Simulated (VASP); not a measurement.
Here is a VASP 6.6.1 calculation.

The input INCAR:

```
PREC     = Accurate       # precision mode
ENCUT    = 600            # plane-wave cutoff, eV
EDIFF    = 1E-7           # SCF threshold, eV
ISMEAR   = 0              # smearing method
SIGMA    = 0.1            # smearing width, eV
LREAL    = F              # projectors in reciprocal space
LASPH    = T              # aspherical terms in the spheres
NELM     = 100            # most SCF steps
ALGO     = Fast           # electronic algorithm
ISIF     = 3              # what is computed and relaxed
LWAVE    = F              # write WAVECAR
LCHARG   = F              # write CHGCAR
GGA      = PE             # functional
IBRION   = 2              # ionic algorithm
NSW      = 100            # ionic steps
EDIFFG   = -0.01          # ionic threshold
```

Contents of KPOINTS:

```
Automatic mesh
0
Gamma
  18 18 4
```

The input POSCAR:

```
Al5Cu
1.0
    2.8223898444      0.0000000000      0.0000000000
   -1.4111949222      2.4442613046      0.0000000000
    0.0000000000      0.0000000000     13.5810467406
Al Cu
5 1
Direct
    0.0000000000      0.0000000000      0.0000000000
    0.3333333333      0.6666666667      0.8241178361
    0.6666666667      0.3333333333      0.6512238960
    0.3333333333      0.6666666667      0.3487761040
    0.6666666667      0.3333333333      0.1758821639
    0.0000000000      0.0000000000      0.5000000000
```

Potentials or basis: VASP PAW PBE potentials, release 64 (Al, Cu).

Launch:

```bash
$ cat potpaw_PBE.64/Al/POTCAR potpaw_PBE.64/Cu/POTCAR > POTCAR
$ mpirun -np 1 vasp_std > vasp.out
```

(1) Estimate the space group after relaxing (to 0.1 Å).

(2) Estimate the relaxed volume.

Results:

(1) P-3m1 (No. 164).

(2) 15.62 Å³/atom.
